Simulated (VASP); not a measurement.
# C (Cmme) in VASP: a series of runs

Runs on C. Level: PBE. Tasks: single point.

All numbers are computed with VASP 6.6.1; they aren't measurements. Logs are shortened: lines on timing, memory, paths and dates and some standing lists are left out, and cuts for length are marked.

## Step 1: The cell of the first run

It takes space group Cmme (No. 67, orthorhombic). The conventional cell has a = 2.462 Å, b = 4.498 Å, c = 9.168 Å, α = 90.00°, β = 90.00°, γ = 90.00°. C (site symmetry m) has 3 C at 1.44 to 1.50 Å within 1.9 Å.

## Step 2: Single point, PBE (12.69 Å³/atom)

File INCAR:

```
SYSTEM = C
PREC = Accurate ; ENCUT = 520
EDIFF = 1E-7 ; ISMEAR = 0
SIGMA = 0.15 ; LREAL = .False.
LASPH = .True. ; NELM = 100
ALGO = Normal ; ISIF = 2
LWAVE = .False. ; LCHARG = .False.
GGA = PE ; NBANDS = 16
```

File KPOINTS:

```
Automatic mesh
0
Gamma
  21 21 6
  0 0 0
```

File POSCAR:

```
C
1.0
    1.2310416118     -2.2491271941      0.0000000000
    1.2310416118      2.2491271941      0.0000000000
    0.0000000000      0.0000000000      9.1679726537
C
4
Direct
    0.0833329406      0.9166670594      0.7503043452
    0.5833329406      0.4166670594      0.2496956548
    0.9166670594      0.0833329406      0.2496956548
    0.4166670594      0.5833329406      0.7503043452
```

Potentials or basis: VASP PAW PBE potentials, release 64 (C).

Run with:

```bash
cat potpaw_PBE.64/C/POTCAR > POTCAR
mpirun -np 1 vasp_std > vasp.out
```

OUTCAR:

```text
SYSTEM = C
   PREC = Accurate
   ENCUT = 520
   EDIFF = 1E-7
   ISMEAR = 0
   LREAL = .False.
   LASPH = .True.
   NELM = 100
   ISIF = 2
   GGA = PE

 ion  position               nearest neighbor table
   1  0.083  0.917  0.750-   4 1.44   4 1.44   4 1.50
   2  0.583  0.417  0.250-   3 1.44   3 1.44   3 1.50
   3  0.917  0.083  0.250-   2 1.44   2 1.44   2 1.50
   4  0.417  0.583  0.750-   1 1.44   1 1.44   1 1.50

  LATTYP: Found a base centered orthorhombic cell.
 ALAT       =     2.4620832236
 B/A-ratio  =     1.8270115100
 C/A-ratio  =     3.7236648078

  Lattice vectors:

 A1 = (   1.2310416118,  -2.2491271941,   0.0000000000)
 A2 = (   1.2310416118,   2.2491271941,   0.0000000000)
 A3 = (   0.0000000000,   0.0000000000,   9.1679726537)

Analysis of symmetry for initial positions (statically):
=====================================================================
 Subroutine PRICEL returns:
 Original cell was already a primitive cell.

 Routine SETGRP: Setting up the symmetry group for a
 base centered orthorhombic supercell.

 Subroutine GETGRP returns: Found  8 space group operations
 (whereof  4 operations were pure point group operations)
 out of a pool of  8 trial point group operations.

The static configuration has the point symmetry C_2h.
 The point group associated with its full space group is D_2h.

Analysis of symmetry for dynamics (positions and initial velocities):
=====================================================================
 Subroutine PRICEL returns:
 Original cell was already a primitive cell.

 Routine SETGRP: Setting up the symmetry group for a
 base centered orthorhombic supercell.

 Subroutine GETGRP returns: Found  8 space group operations
 (whereof  4 operations were pure point group operations)
 out of a pool of  8 trial point group operations.

The dynamic configuration has the point symmetry C_2h.
 The point group associated with its full space group is D_2h.

 Subroutine INISYM returns: Found  8 space group operations
 (whereof  4 operations are pure point group operations),
 and found     1 'primitive' translations

----------------------------------------------------------------------------------------

                                     Primitive cell

  volume of cell :      50.7680

  direct lattice vectors                    reciprocal lattice vectors
     1.231041612 -2.249127194  0.000000000     0.406160113 -0.222308459  0.000000000
     1.231041612  2.249127194  0.000000000     0.406160113  0.222308459  0.000000000
     0.000000000  0.000000000  9.167972654     0.000000000  0.000000000  0.109075369

  length of vectors
     2.563988414  2.563988414  9.167972654     0.463019533  0.463019533  0.109075369

  position of ions in fractional coordinates (direct lattice)
     0.083332941  0.916667059  0.750304345
     0.583332941  0.416667059  0.249695655
     0.916667059  0.083332941  0.249695655
     0.416667059  0.583332941  0.750304345

  ion indices of the primitive-cell ions
   primitive index   ion index
                 1           1
                 2           2
                 3           3
                 4           4

----------------------------------------------------------------------------------------

 KPOINTS: Automatic mesh

Automatic generation of k-mesh.
 Grid dimensions read from file:
 generate k-points for:   21   21    6

 Generating k-lattice:

  Cartesian coordinates                     Fractional coordinates (reciprocal lattice)
     0.019340958 -0.010586117  0.000000000     0.047619048  0.000000000  0.000000000
     0.019340958  0.010586117  0.000000000     0.000000000  0.047619048  0.000000000
     0.000000000  0.000000000  0.018179228     0.000000000  0.000000000  0.166666667

  Length of vectors
     0.022048549  0.022048549  0.018179228

  Shift w.r.t. Gamma in fractional coordinates (k-lattice)
     0.000000000  0.000000000  0.000000000

 Subroutine IBZKPT returns following result:
 ===========================================

 Found    484 irreducible k-points:

 Following reciprocal coordinates:
            Coordinates               Weight
  0.000000  0.000000  0.000000      1.000000
  0.047619  0.000000  0.000000      4.000000
  0.095238  0.000000  0.000000      4.000000
  0.142857  0.000000  0.000000      4.000000
  0.190476  0.000000  0.000000      4.000000
  0.238095  0.000000  0.000000      4.000000
[... 16 lines left out ...]
 -0.428571  0.047619  0.000000      4.000000
 -0.380952  0.047619  0.000000      4.000000
 [... further k-points ...]
   k-points           NKPTS =    484   k-points in BZ     NKDIM =    484   number of bands    NBANDS=     16
   number of dos      NEDOS =    301   number of ions     NIONS =      4
   total plane-waves  NPLWV =  28000
   dimension x,y,z NGX =    20 NGY =   20 NGZ =   70
   dimension x,y,z NGXF=    40 NGYF=   40 NGZF=  140
   ions per type =               4
   NGX,Y,Z   is equivalent  to a cutoff of  12.97, 12.97, 12.69 a.u.
   NGXF,Y,Z  is equivalent  to a cutoff of  25.94, 25.94, 25.39 a.u.
 SYSTEM =  C
   PREC   = accura    normal or accurate (medium, high low for compatibility)
   ISTART =      0    job   : 0-new  1-cont  2-samecut
   ICHARG =      2    charge: 1-file 2-atom 10-const
   ISPIN  =      1    spin polarized calculation?
   LNONCOLLINEAR =      F non collinear calculations
   LSORBIT =      F    spin-orbit coupling
   LASPH  =      T    aspherical Exc in radial PAW
   ENCUT  =  520.0 eV  38.22 Ry    6.18 a.u.   4.77  4.77 17.05*2*pi/ulx,y,z
   NELM   =    100;   NELMIN=  2; NELMDL= -5     # of ELM steps
   EDIFF  = 0.1E-06   stopping-criterion for ELM
   LREAL  =      F    real-space projection
   EDIFFG = 0.1E-05   stopping-criterion for IOM
   NSW    =      0    number of steps for IOM
   IBRION =     -1    ionic relax: 0-MD 1-quasi-New 2-CG
   NFREE  =      0    steps in history (QN), initial steepest desc. (CG)
   ISIF   =      2    stress and relaxation
   ISYM   =      2    0-nonsym 1-usesym 2-fastsym
   POTIM  = 0.5000    time-step for ionic-motion
   TEBEG  =    0.0;   TEEND  =   0.0 temperature during run
   PSTRESS=    0.0 pullay stress
   NELECT =      16.0000    total number of electrons
   NUPDOWN=      -1.0000    fix difference up-down
   EMIN   =  10.00;   EMAX   =-10.00  energy-range for DOS
   EFERMI =   0.00;   METHOD = LEGACY
   ISMEAR =     0;   SIGMA  =   0.15  broadening in eV -4-tet -1-fermi 0-gaus
   EFERMI_NEDOS =   21; number of points for ismear=-14 and -15
   IALGO  =     38    algorithm
   IMIX   =      4    mixing-type and parameters
     AMIX     =   0.40;   BMIX     =  1.00
     AMIX_MAG =   1.60;   BMIX_MAG =  1.00
  volume/ion in A,a.u.               =      12.69        85.65
  Fermi-wavevector in a.u.,A,eV,Ry     =   1.114085  2.105314 16.887338  1.241184
  Thomas-Fermi vector in A             =   2.250676
   LORBIT       =      0    0 simple, 1 ext, 2 COOP (PROOUT), +10 PAW based schemes
   GGA     = PE    functional components
   LHFCALC =     F    Hartree Fock is set to
   AEXX    =    0.0000 exact exchange contribution
   IVDW    =     0    specifies the selected vdW correction
   LEPSILON=     F    determine dielectric tensor
   LRPA    =     F    only Hartree local field effects (RPA)
 non-spin polarized calculation
 Gauss-broadening in eV      SIGMA  =   0.15
  energy-cutoff  :      520.00
  volume of cell :       50.77
 maximum number of plane-waves:      1402
   NGX =  9   NGY =  9   NGZ = 35

 number of electron      16.0000000 magnetization

 Free energy of the ion-electron system (eV)
  ---------------------------------------------------
  ext. energy  EPLUGINS =         0.00000000
  ---------------------------------------------------
  free energy    TOTEN  =       -36.62252740 eV

  energy without entropy =      -36.62250086  energy(sigma->0) =      -36.62251413

 E-fermi :   1.9470     XC(G=0):  -8.1664

 val. band max:        1.6903866761   @ k =   0.3333   0.3333   0.0000
 cond. band min:       2.2339488337   @ k =   0.3333   0.3333   0.0000
 fundamental gap:      0.5435621576
 Fermi energy:         1.9470088006

 k-point     1 :       0.0000    0.0000    0.0000
  band No.  band energies     occupation
      1     -17.0154      2.00000
      2     -16.9976      2.00000
      3      -5.3514      2.00000
      4      -5.0446      2.00000
      5      -1.2726      2.00000
      6      -1.2711      2.00000
[... 8 lines left out ...]
     15      11.1377      0.00000
     16      12.4373      0.00000

 k-point     2 :       0.0476    0.0000    0.0000
  band No.  band energies     occupation
      1     -16.9627      2.00000
      2     -16.9450      2.00000
      3      -5.2889      2.00000
      4      -4.9830      2.00000
      5      -1.4020      2.00000
      6      -1.4007      2.00000
[... 8 lines left out ...]
     15      11.2073      0.00000
     16      12.2724      0.00000

 k-point     3 :       0.0952    0.0000    0.0000
  band No.  band energies     occupation
      1     -16.8047      2.00000
      2     -16.7872      2.00000
      3      -5.1017      2.00000
      4      -4.7989      2.00000
      5      -1.8636      2.00000
      6      -1.8633      2.00000
[... 8 lines left out ...]
     15      11.4083      0.00000
     16      11.7964      0.00000

 k-point     4 :       0.1429    0.0000    0.0000
  band No.  band energies     occupation
      1     -16.5420      2.00000
      2     -16.5249      2.00000
      3      -4.7915      2.00000
      4      -4.4938      2.00000
      5      -2.7073      2.00000
      6      -2.7057      2.00000
[... 8 lines left out ...]
     15      11.2793      0.00000
     16      11.2828      0.00000

 k-point     5 :       0.1905    0.0000    0.0000
  band No.  band energies     occupation
      1     -16.1756      2.00000
      2     -16.1590      2.00000
      3      -4.3612      2.00000
      4      -4.0710      2.00000
      5      -3.7597      2.00000
      6      -3.7570      2.00000
[... 8 lines left out ...]
     15      12.1708      0.00000
     16      12.3656      0.00000

 k-point     6 :       0.2381    0.0000    0.0000
  band No.  band energies     occupation
      1     -15.7070      2.00000
      2     -15.6911      2.00000
      3      -4.9238      2.00000
      4      -4.9201      2.00000
      5      -3.8156      2.00000
      6      -3.5357      2.00000
[... 8 lines left out ...]
     15      12.7288      0.00000
     16      13.6527      0.00000
[... 267 lines left out ...]
 k-point    21 :       0.4762    0.0476    0.0000
  band No.  band energies     occupation
      1     -11.7966      2.00000
      2     -11.7955      2.00000
      3     -10.8675      2.00000
      4     -10.8664      2.00000
      5      -4.6894      2.00000
      6      -4.6880      2.00000
[... 8 lines left out ...]
     15      14.1482      0.00000
     16      14.2655      0.00000

 k-point    22 :      -0.4762    0.0476    0.0000
  band No.  band energies     occupation
      1     -12.4613      2.00000
      2     -12.4507      2.00000
      3     -10.1241      2.00000
      4     -10.1159      2.00000
      5      -4.6574      2.00000
      6      -4.6559      2.00000
[... 8 lines left out ...]
     15      14.0820      0.00000
     16      15.1779      0.00000

 k-point    23 :      -0.4286    0.0476    0.0000
  band No.  band energies     occupation
      1     -13.3134      2.00000
      2     -13.3011      2.00000
      3      -9.0376      2.00000
      4      -9.0301      2.00000
      5      -4.5217      2.00000
      6      -4.5202      2.00000
[... 8 lines left out ...]
     15      15.3802      0.00000
     16      15.5375      0.00000

 k-point    24 :      -0.3810    0.0476    0.0000
  band No.  band energies     occupation
      1     -14.1050      2.00000
      2     -14.0915      2.00000
      3      -7.8716      2.00000
      4      -7.8653      2.00000
      5      -4.2856      2.00000
      6      -4.2841      2.00000
[... 8 lines left out ...]
     15      14.5831      0.00000
     16      16.5202      0.00000

 [... further k-points ...]

------------------------ aborting loop because EDIFF is reached ----------------------------------------

  FORCE on cell =-STRESS in cart. coord.  units (eV):
  Direction    XX          YY          ZZ          XY          YZ          ZX
  --------------------------------------------------------------------------------------
  -------------------------------------------------------------------------------------
  Total       -1.1388440    -10.9618125     -0.0278023      0.0000000      0.0000000      0.0000000
  in kB      -35.9405524   -345.9416866     -0.8774058      0.0000000      0.0000000      0.0000000
  external PRESSURE =    -127.5865483 kB  Pullay stress =       0.0000000 kB

 VOLUME and BASIS-vectors are now :
 -----------------------------------------------------------------------------
  energy-cutoff  :      520.00
  volume of cell :       50.77
      direct lattice vectors                 reciprocal lattice vectors
     1.231041612 -2.249127194  0.000000000     0.406160113 -0.222308459  0.000000000
     1.231041612  2.249127194  0.000000000     0.406160113  0.222308459  0.000000000
     0.000000000  0.000000000  9.167972654     0.000000000  0.000000000  0.109075369

 POSITION                                       TOTAL-FORCE (eV/Angst)
 -----------------------------------------------------------------------------------
      1.23104      1.87427      6.87877         0.000000     -0.208826     -0.000036
      1.23104     -0.37485      2.28920         0.000000     -0.208826      0.000036
      1.23104     -1.87427      2.28920         0.000000      0.208826      0.000036
      1.23104      0.37485      6.87877         0.000000      0.208826     -0.000036
 -----------------------------------------------------------------------------------
    total drift:                                0.000000      0.000000      0.000000

  FREE ENERGIE OF THE ION-ELECTRON SYSTEM (eV)
  ---------------------------------------------------
  free  energy   TOTEN  =       -36.6225273994 eV

  energy  without entropy=      -36.6225008650  energy(sigma->0) =      -36.62251413
```

Run time: 7.7 min. Hardware: 1 thread of Oxide Virtual Turin-like, shared host; peak memory 0.35 GiB.

What came out:

* Free energy: -36.6225 eV
* Pressure: -12.8 GPa
* Largest force: 0.209 eV/Å

Forces on the atoms (eV/Å):
```
C    0.000 -0.209  0.000
C    0.000 -0.209  0.000
C    0.000  0.209  0.000
C    0.000  0.209  0.000
```

Caveat: the stress differs along the axes, from -35 to -0 GPa; this functional lacks dispersion, which binds layers or chains, so the pressure and a relaxed spacing across them are unreliable.

[end of part 1 of 2]
